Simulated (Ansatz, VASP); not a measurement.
# NiMoIrPdW in VASP and in Ansatz

```
CELL_PARAMETERS angstrom
2.76078 0.00000 0.00000
-1.38039 2.39090 0.00000
0.00000 0.00000 11.34051
ATOMIC_POSITIONS crystal
Ni 0.00000 0.00000 0.70917
Mo 0.66667 0.33333 0.29425
Pd 0.66667 0.33333 0.89901
Ir 0.00000 0.00000 0.10604
W 0.66667 0.33333 0.52921
```

Alike in both runs: task relaxation of cell and atoms; functional PBE; k mesh 7 × 7 × 2; occupations fermi-dirac, width 0.05 eV; collinear spin.

```csv
,VASP,Ansatz
version,VASP 6.6.1,Ansatz 0.2.0
potentials or method,"VASP PAW PBE potentials, release 64 (Ni, Mo_sv, Pd, Ir, W_sv), cutoff 600 eV",all-electron PAW datasets made for the crystal
```

```csv
,VASP,Ansatz,Ansatz less VASP
net moment per atom (μB),0.00,0.00,0.000
relaxed volume (Å³/atom),14.97,14.96,-0.019
relaxed cell length with the largest relative difference (Å),2.766,2.765,-0.0015
```

Ansatz ran all-electron here, and VASP with PAW potentials.

The k mesh is coarse, so the values compare programs but aren't converged. Spin-orbit coupling is off throughout. Noted on Ansatz's run: the k mesh is thin for a metal, which can move the energy by tens of meV per atom; the program listed the state as in doubt.
